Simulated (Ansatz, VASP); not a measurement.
## Se: VASP beside Ansatz

```xyz
3
Lattice="4.0025 0.0000 0.0000 -2.0013 3.4663 0.0000 0.0000 0.0000 5.2973" Properties=species:S:1:pos:R:3 pbc="T T T"
Se    0.7440    0.0000    1.7658
Se   -0.3720    0.6444    3.5315
Se    1.6292    2.8219    0.0000
```

Alike in both runs: task single point; functional PBE; dispersion D3(BJ); k mesh 9 × 9 × 8; occupations gaussian, width 0.05 eV; no spin polarisation.

```csv
,VASP,Ansatz
version,VASP 6.6.1,Ansatz 0.2.0
potentials or method,"VASP PAW PBE potentials, release 64 (Se), cutoff 520 eV","scalar-relativistic, plane waves, PAW"
valence electrons in the cell,18,48
```

```csv
,VASP,Ansatz,Ansatz less VASP
gap on the k mesh at the Fermi level (eV),none,none,-
pressure (GPa),16.6,16.2,-0.37
"traceless stress, the component that is largest in VASP (GPa)",11.78,11.36,-0.419
rms of the force components (eV/Å),2.560,2.524,-0.0360
```

Atom by atom the forces differ by 0.036 eV/Å (rms over components). A gap of «none» marks a metal or a gap that the smearing closes. VASP's potentials hold 18 valence electrons a cell and Ansatz's 48, so a difference there can come from the potentials and not from the codes.
